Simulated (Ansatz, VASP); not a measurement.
AlN in VASP and in Ansatz

```
Al N
1.0
     3.10670    0.00000    0.00000
    -1.55335    2.69048    0.00000
     0.00000    0.00000    4.97852
Al N
2 2
Direct
  0.33333 0.66667 0.99920
  0.66667 0.33333 0.49920
  0.33333 0.66667 0.38080
  0.66667 0.33333 0.88080
```

Alike in both runs: functional r2SCAN; k mesh 16 × 16 × 8; occupations fermi-dirac, width 0.1 eV; no spin polarisation.

Ansatz relaxed the structure, and its values are those at the end. VASP's run is a single point on that final structure, the one shown.

|  | VASP | Ansatz |
| --- | --- | --- |
| version | VASP 6.6.1 | Ansatz 0.2.0 |
| potentials or method | VASP PAW PBE potentials, release 64 (Al, N) | PAW with Ansatz's default frozen-core files, scalar-relativistic |
| plane-wave cutoff (eV) | 520 | 500 |
| valence electrons in the cell | 16 | 16 |

|  | VASP | Ansatz | Ansatz less VASP |
| --- | --- | --- | --- |
| pressure (GPa) | -0.4 | 0.0 | +0.39 |

VASP's potentials were made for PBE, not for r2SCAN.
